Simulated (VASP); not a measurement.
# CdF2 (Fm-3m) in VASP: further runs

Runs on CdF2. Level: PBE. Tasks: single point, relaxation of cell and atoms.

All numbers are computed with VASP 6.6.1; they aren't measurements. Logs are shortened: lines on timing, memory, paths and dates and some standing lists are left out, and cuts for length are marked.

### 1 The cell of the first run

It takes space group Fm-3m (No. 225, cubic). The conventional cell has a = 5.481 Å, b = 5.481 Å, c = 5.481 Å, α = 90.00°, β = 90.00°, γ = 90.00°. Within 3.1 Å of Cd (site symmetry m-3m) lie 8 F at 2.37 Å. F (site symmetry -43m) has 4 Cd at 2.37 Å and 6 F at 2.74 Å within 3.1 Å.

### 2 Single point, PBE

Input file INCAR:

```
ALGO = Normal
EDIFF = 1E-6
ENCUT = 520
GGA = PE
ISIF = 2
ISMEAR = 0
LASPH = True
LCHARG = False
LREAL = False
LWAVE = False
NBANDS = 20
NELM = 100
PREC = Accurate
SIGMA = 0.02
```

Input file KPOINTS:

```
k-points
0
Gamma
  8 8 8
```

Input file POSCAR:

```
CdF2
1.0
    0.0000000000      2.7406245318      2.7406245318
    2.7406245318      0.0000000000      2.7406245318
    2.7406245318      2.7406245318      0.0000000000
Cd F
1 2
Direct
    0.0000000000      0.0000000000      0.0000000000
    0.2500000000      0.2500000000      0.2500000000
    0.7500000000      0.7500000000      0.7500000000
```

Potentials or basis: VASP PAW PBE potentials, release 64 (Cd, F).

Command:

```console
$ cat potpaw_PBE.64/Cd/POTCAR potpaw_PBE.64/F/POTCAR > POTCAR
$ mpirun -np 1 vasp_std > vasp.out
```

OUTCAR:

```text
EDIFF = 1E-6
   ENCUT = 520
   GGA = PE
   ISIF = 2
   ISMEAR = 0
   LASPH = True
   LREAL = False
   NELM = 100
   PREC = Accurate

 ion  position               nearest neighbor table
   1  0.000  0.000  0.000-   3 2.37   3 2.37   3 2.37   2 2.37   3 2.37   2 2.37   2 2.37   2 2.37

   2  0.250  0.250  0.250-   1 2.37   1 2.37   1 2.37   1 2.37
   3  0.750  0.750  0.750-   1 2.37   1 2.37   1 2.37   1 2.37

  LATTYP: Found a face centered cubic cell.
 ALAT       =     5.4812490636

  Lattice vectors:

 A1 = (   0.0000000000,   2.7406245318,   2.7406245318)
 A2 = (   2.7406245318,   0.0000000000,   2.7406245318)
 A3 = (   2.7406245318,   2.7406245318,   0.0000000000)

Analysis of symmetry for initial positions (statically):
=====================================================================
 Subroutine PRICEL returns:
 Original cell was already a primitive cell.

 Routine SETGRP: Setting up the symmetry group for a
 face centered cubic supercell.

 Subroutine GETGRP returns: Found 48 space group operations
 (whereof 48 operations were pure point group operations)
 out of a pool of 48 trial point group operations.

The static configuration has the point symmetry O_h .

Analysis of symmetry for dynamics (positions and initial velocities):
=====================================================================
 Subroutine PRICEL returns:
 Original cell was already a primitive cell.

 Routine SETGRP: Setting up the symmetry group for a
 face centered cubic supercell.

 Subroutine GETGRP returns: Found 48 space group operations
 (whereof 48 operations were pure point group operations)
 out of a pool of 48 trial point group operations.

The dynamic configuration has the point symmetry O_h .

 Subroutine INISYM returns: Found 48 space group operations
 (whereof 48 operations are pure point group operations),
 and found     1 'primitive' translations

----------------------------------------------------------------------------------------

                                     Primitive cell

  volume of cell :      41.1698

  direct lattice vectors                    reciprocal lattice vectors
     0.000000000  2.740624532  2.740624532    -0.182440168  0.182440168  0.182440168
     2.740624532  0.000000000  2.740624532     0.182440168 -0.182440168  0.182440168
     2.740624532  2.740624532  0.000000000     0.182440168  0.182440168 -0.182440168

  length of vectors
     3.875828382  3.875828382  3.875828382     0.315995640  0.315995640  0.315995640

  position of ions in fractional coordinates (direct lattice)
     0.000000000  0.000000000  0.000000000
     0.250000000  0.250000000  0.250000000
     0.750000000  0.750000000  0.750000000

  ion indices of the primitive-cell ions
   primitive index   ion index
                 1           1
                 2           2
                 3           3

----------------------------------------------------------------------------------------

 KPOINTS: k-points

Automatic generation of k-mesh.
 Grid dimensions read from file:
 generate k-points for:    8    8    8

 Generating k-lattice:

  Cartesian coordinates                     Fractional coordinates (reciprocal lattice)
    -0.022805021  0.022805021  0.022805021     0.125000000  0.000000000  0.000000000
     0.022805021 -0.022805021  0.022805021     0.000000000  0.125000000  0.000000000
     0.022805021  0.022805021 -0.022805021     0.000000000  0.000000000  0.125000000

  Length of vectors
     0.039499455  0.039499455  0.039499455

  Shift w.r.t. Gamma in fractional coordinates (k-lattice)
     0.000000000  0.000000000  0.000000000

 Subroutine IBZKPT returns following result:
 ===========================================

 Found     29 irreducible k-points:

 Following reciprocal coordinates:
            Coordinates               Weight
  0.000000  0.000000  0.000000      1.000000
  0.125000  0.000000  0.000000      8.000000
  0.250000  0.000000  0.000000      8.000000
  0.375000  0.000000  0.000000      8.000000
  0.500000  0.000000  0.000000      4.000000
  0.125000  0.125000  0.000000      6.000000
[... 16 lines left out ...]
  0.500000  0.250000  0.125000     48.000000
 -0.375000  0.250000  0.125000     24.000000
 [... further k-points ...]
   k-points           NKPTS =     29   k-points in BZ     NKDIM =     29   number of bands    NBANDS=     20
   number of dos      NEDOS =    301   number of ions     NIONS =      3
   total plane-waves  NPLWV =  27000
   dimension x,y,z NGX =    30 NGY =   30 NGZ =   30
   dimension x,y,z NGXF=    60 NGYF=   60 NGZF=   60
   ions per type =               1   2
   NGX,Y,Z   is equivalent  to a cutoff of  12.87, 12.87, 12.87 a.u.
   NGXF,Y,Z  is equivalent  to a cutoff of  25.74, 25.74, 25.74 a.u.
 SYSTEM =  unknown system
   PREC   = accura    normal or accurate (medium, high low for compatibility)
   ISTART =      0    job   : 0-new  1-cont  2-samecut
   ICHARG =      2    charge: 1-file 2-atom 10-const
   ISPIN  =      1    spin polarized calculation?
   LNONCOLLINEAR =      F non collinear calculations
   LSORBIT =      F    spin-orbit coupling
   LASPH  =      T    aspherical Exc in radial PAW
   ENCUT  =  520.0 eV  38.22 Ry    6.18 a.u.   7.21  7.21  7.21*2*pi/ulx,y,z
   NELM   =    100;   NELMIN=  2; NELMDL= -5     # of ELM steps
   EDIFF  = 0.1E-05   stopping-criterion for ELM
   LREAL  =      F    real-space projection
   EDIFFG = 0.1E-04   stopping-criterion for IOM
   NSW    =      0    number of steps for IOM
   IBRION =     -1    ionic relax: 0-MD 1-quasi-New 2-CG
   NFREE  =      0    steps in history (QN), initial steepest desc. (CG)
   ISIF   =      2    stress and relaxation
   ISYM   =      2    0-nonsym 1-usesym 2-fastsym
   POTIM  = 0.5000    time-step for ionic-motion
   TEBEG  =    0.0;   TEEND  =   0.0 temperature during run
   PSTRESS=    0.0 pullay stress
   NELECT =      26.0000    total number of electrons
   NUPDOWN=      -1.0000    fix difference up-down
   EMIN   =  10.00;   EMAX   =-10.00  energy-range for DOS
   EFERMI =   0.00;   METHOD = LEGACY
   ISMEAR =     0;   SIGMA  =   0.02  broadening in eV -4-tet -1-fermi 0-gaus
   EFERMI_NEDOS =   21; number of points for ismear=-14 and -15
   IALGO  =     38    algorithm
   IMIX   =      4    mixing-type and parameters
     AMIX     =   0.40;   BMIX     =  1.00
     AMIX_MAG =   1.60;   BMIX_MAG =  1.00
  volume/ion in A,a.u.               =      13.72        92.61
  Fermi-wavevector in a.u.,A,eV,Ry     =   1.404558  2.654230 26.841352  1.972784
  Thomas-Fermi vector in A             =   2.527108
   LORBIT       =      0    0 simple, 1 ext, 2 COOP (PROOUT), +10 PAW based schemes
   GGA     = PE    functional components
   LHFCALC =     F    Hartree Fock is set to
   AEXX    =    0.0000 exact exchange contribution
   IVDW    =     0    specifies the selected vdW correction
   LEPSILON=     F    determine dielectric tensor
   LRPA    =     F    only Hartree local field effects (RPA)
 non-spin polarized calculation
 Gauss-broadening in eV      SIGMA  =   0.02
  energy-cutoff  :      520.00
  volume of cell :       41.17
 maximum number of plane-waves:      1124
 NGX is ok and might be reduce to    30
   NGX = 15   NGY = 15   NGZ = 15

 number of electron      25.9999995 magnetization

 Free energy of the ion-electron system (eV)
  ---------------------------------------------------
  ext. energy  EPLUGINS =         0.00000000
  ---------------------------------------------------
  free energy    TOTEN  =       -10.90521676 eV

  energy without entropy =      -10.90521676  energy(sigma->0) =      -10.90521676

 E-fermi :  -1.4776     XC(G=0): -10.1350

 val. band max:       -1.6839405887   @ k =  -0.2500   0.5000   0.2500
 cond. band min:       1.2025355687   @ k =   0.0000   0.0000   0.0000
 fundamental gap:      2.8864761575
 Fermi energy:        -1.4776245510

 k-point     1 :       0.0000    0.0000    0.0000
  band No.  band energies     occupation
      1     -22.2161      2.00000
      2     -21.2483      2.00000
      3      -7.1645      2.00000
      4      -7.1645      2.00000
      5      -7.1645      2.00000
      6      -6.1693      2.00000
[... 12 lines left out ...]
     19      17.8402      0.00000
     20      17.8402      0.00000

 k-point     2 :       0.1250    0.0000    0.0000
  band No.  band energies     occupation
      1     -22.1738      2.00000
      2     -21.2870      2.00000
      3      -7.1133      2.00000
      4      -7.1133      2.00000
      5      -7.0203      2.00000
      6      -6.1826      2.00000
[... 12 lines left out ...]
     19      17.4290      0.00000
     20      17.4290      0.00000

 k-point     3 :       0.2500    0.0000    0.0000
  band No.  band energies     occupation
      1     -22.0554      2.00000
      2     -21.3910      2.00000
      3      -6.9971      2.00000
      4      -6.9971      2.00000
      5      -6.6377      2.00000
      6      -6.1917      2.00000
[... 12 lines left out ...]
     19      16.7613      0.00000
     20      17.3517      0.00000

 k-point     4 :       0.3750    0.0000    0.0000
  band No.  band energies     occupation
      1     -21.8925      2.00000
      2     -21.5379      2.00000
      3      -6.9044      2.00000
      4      -6.9044      2.00000
      5      -6.1763      2.00000
      6      -6.1482      2.00000
[... 12 lines left out ...]
     19      16.2977      0.00000
     20      16.9418      0.00000

 k-point     5 :       0.5000    0.0000    0.0000
  band No.  band energies     occupation
      1     -21.7418      2.00000
      2     -21.6810      2.00000
      3      -6.8773      2.00000
      4      -6.8773      2.00000
      5      -6.1075      2.00000
      6      -6.1075      2.00000
[... 12 lines left out ...]
     19      16.1380      0.00000
     20      16.6281      0.00000

 k-point     6 :       0.1250    0.1250    0.0000
  band No.  band energies     occupation
      1     -22.1605      2.00000
      2     -21.2981      2.00000
      3      -7.0866      2.00000
      4      -7.0866      2.00000
      5      -6.9874      2.00000
      6      -6.2311      2.00000
[... 12 lines left out ...]
     19      17.4845      0.00000
     20      17.9981      0.00000

 k-point     7 :       0.2500    0.1250    0.0000
  band No.  band energies     occupation
      1     -22.0708      2.00000
      2     -21.3751      2.00000
      3      -6.9787      2.00000
      4      -6.9782      2.00000
      5      -6.7000      2.00000
      6      -6.2932      2.00000
[... 12 lines left out ...]
     19      17.7467      0.00000
     20      18.6160      0.00000
[... 277 lines left out ...]
 k-point    20 :      -0.3750    0.3750    0.0000
  band No.  band energies     occupation
      1     -21.7410      2.00000
      2     -21.6482      2.00000
      3      -6.7608      2.00000
      4      -6.4642      2.00000
      5      -6.2211      2.00000
      6      -6.1988      2.00000
[... 12 lines left out ...]
     19      18.3986      0.00000
     20      18.8357      0.00000

 k-point    21 :       0.5000    0.5000    0.0000
  band No.  band energies     occupation
      1     -21.8102      2.00000
      2     -21.5718      2.00000
      3      -6.9209      2.00000
      4      -6.3634      2.00000
      5      -6.3634      2.00000
      6      -6.0703      2.00000
[... 12 lines left out ...]
     19      17.2487      0.00000
     20      19.4931      0.00000

 k-point    22 :       0.3750    0.2500    0.1250
  band No.  band energies     occupation
      1     -21.9734      2.00000
      2     -21.4568      2.00000
      3      -6.8659      2.00000
      4      -6.8421      2.00000
      5      -6.4243      2.00000
      6      -6.3687      2.00000
[... 12 lines left out ...]
     19      17.4027      0.00000
     20      19.5804      0.00000

 k-point    23 :       0.5000    0.2500    0.1250
  band No.  band energies     occupation
      1     -21.8423      2.00000
      2     -21.5702      2.00000
      3      -6.7846      2.00000
      4      -6.7163      2.00000
      5      -6.3356      2.00000
      6      -6.1518      2.00000
[... 12 lines left out ...]
     19      16.8619      0.00000
     20      19.6950      0.00000

 k-point    24 :      -0.3750    0.2500    0.1250
  band No.  band energies     occupation
      1     -21.7176      2.00000
      2     -21.6871      2.00000
      3      -6.7590      2.00000
      4      -6.6838      2.00000
      5      -6.1952      2.00000
      6      -6.1857      2.00000
[... 12 lines left out ...]
     19      16.6572      0.00000
     20      20.1542      0.00000

 [... further k-points ...]

------------------------ aborting loop because EDIFF is reached ----------------------------------------

  FORCE on cell =-STRESS in cart. coord.  units (eV):
  Direction    XX          YY          ZZ          XY          YZ          ZX
  --------------------------------------------------------------------------------------
  -------------------------------------------------------------------------------------
  Total        0.1416784      0.1416784      0.1416784     -0.0000000      0.0000000      0.0000000
  in kB        5.5136028      5.5136028      5.5136028     -0.0000000      0.0000000      0.0000000
  external PRESSURE =       5.5136028 kB  Pullay stress =       0.0000000 kB

 VOLUME and BASIS-vectors are now :
 -----------------------------------------------------------------------------
  energy-cutoff  :      520.00
  volume of cell :       41.17
      direct lattice vectors                 reciprocal lattice vectors
     0.000000000  2.740624532  2.740624532    -0.182440168  0.182440168  0.182440168
     2.740624532  0.000000000  2.740624532     0.182440168 -0.182440168  0.182440168
     2.740624532  2.740624532  0.000000000     0.182440168  0.182440168 -0.182440168

 POSITION                                       TOTAL-FORCE (eV/Angst)
 -----------------------------------------------------------------------------------
      0.00000      0.00000      0.00000         0.000000     -0.000000      0.000000
      1.37031      1.37031      1.37031         0.000000      0.000000      0.000000
      4.11094      4.11094      4.11094        -0.000000     -0.000000     -0.000000
 -----------------------------------------------------------------------------------
    total drift:                                0.000000     -0.000000      0.000000

  FREE ENERGIE OF THE ION-ELECTRON SYSTEM (eV)
  ---------------------------------------------------
  free  energy   TOTEN  =       -10.9052167561 eV

  energy  without entropy=      -10.9052167561  energy(sigma->0) =      -10.90521676
```

It took 18 s on 1 thread of AMD EPYC 7R13 (Zen 3), shared host; peak memory 0.14 GiB.

What came out:

- Free energy: -10.9052 eV
- Pressure: 0.6 GPa
- Band gap on the k mesh: 2.89 eV, indirect (least direct gap 3.44 eV)

### 3 Relaxation of cell and atoms, PBE

This run uses another cell than the first one, of 13.13 Å³/atom, 0.957 times its volume.

Input file INCAR:

```
SYSTEM = CdF2
PREC = Accurate
ENCUT = 600
EDIFF = 1E-7
ISMEAR = 0
SIGMA = 0.02
LREAL = .FALSE.
LASPH = .TRUE.
NELM = 100
ALGO = Normal
ISIF = 3
LWAVE = .FALSE.
LCHARG = .FALSE.
GGA = PE
IBRION = 2
NSW = 100
EDIFFG = -0.005
```

Input file KPOINTS:

```
regular mesh
0
G
  8 8 8
  0 0 0
```

Input file POSCAR:

```
CdF2
1.0
    0.0000000000      2.7005188900      2.7005188900
    2.7005188900      0.0000000000      2.7005188900
    2.7005188900      2.7005188900      0.0000000000
Cd F
1 2
Direct
    0.0000000000      0.0000000000      0.0000000000
    0.2500000000      0.2500000000      0.2500000000
    0.7500000000      0.7500000000      0.7500000000
```

Potentials or basis: VASP PAW PBE potentials, release 64 (Cd, F).

Command:

```console
$ cat potpaw_PBE.64/Cd/POTCAR potpaw_PBE.64/F/POTCAR > POTCAR
$ mpirun -np 1 vasp_std > vasp.out
```

Run time: 41 s. Hardware: 1 thread of AMD EPYC 7R13 (Zen 3), shared host; peak memory 0.17 GiB.

Results (log left out):

* Free energy: -10.9037 eV
* Relaxed volume: 13.79 Å³/atom
* Relaxed cell: a = 3.882 Å, b = 3.882 Å, c = 3.882 Å, α = 60.00°, β = 60.00°, γ = 60.00°
* Space group after relaxing (to 0.05 Å): Fm-3m (No. 225)
* Energy gained by relaxing: 10.0 meV/atom
* Ionic steps: 3
* Pressure after relaxing: 0.0 GPa
* Band gap on the k mesh: 2.87 eV, indirect (least direct gap 3.43 eV)

Step by step:
```csv
step,energy change (eV),largest force (eV/Å),pressure (GPa),volume (Å³)
1,0.0000,0.0000,5.13,39.39
2,-0.0285,0.0000,-1.03,41.83
3,-0.0301,0.0000,0.01,41.36
```

Final structure:
```cif
data_structure
_symmetry_space_group_name_H-M 'P 1'
_symmetry_Int_Tables_number 1
_cell_length_a 3.8816
_cell_length_b 3.8816
_cell_length_c 3.8816
_cell_angle_alpha 60.000
_cell_angle_beta 60.000
_cell_angle_gamma 60.000
_cell_volume 41.36
loop_
_atom_site_label
_atom_site_type_symbol
_atom_site_fract_x
_atom_site_fract_y
_atom_site_fract_z
_atom_site_occupancy
Cd1 Cd 0.00000 0.00000 0.00000 1
F1 F 0.25000 0.25000 0.25000 1
F2 F 0.75000 0.75000 0.75000 1
```

Levels at points of the mesh, in eV from the valence-band top:
```csv
k point,band 10,band 11,band 12,band 13,band 14,band 15,band 16,band 17
"(0.00, 0.00, 0.00)",-0.84,-0.56,-0.56,-0.56,2.87,12.43,12.43,12.43
"(0.50, 0.00, 0.00)",-1.64,-1.64,-0.43,-0.43,6.75,8.97,14.01,14.01
"(0.50, 0.50, 0.00)",-2.67,-0.40,-0.08,-0.08,7.55,9.35,11.80,13.78
```

A k mesh can miss the band edges.
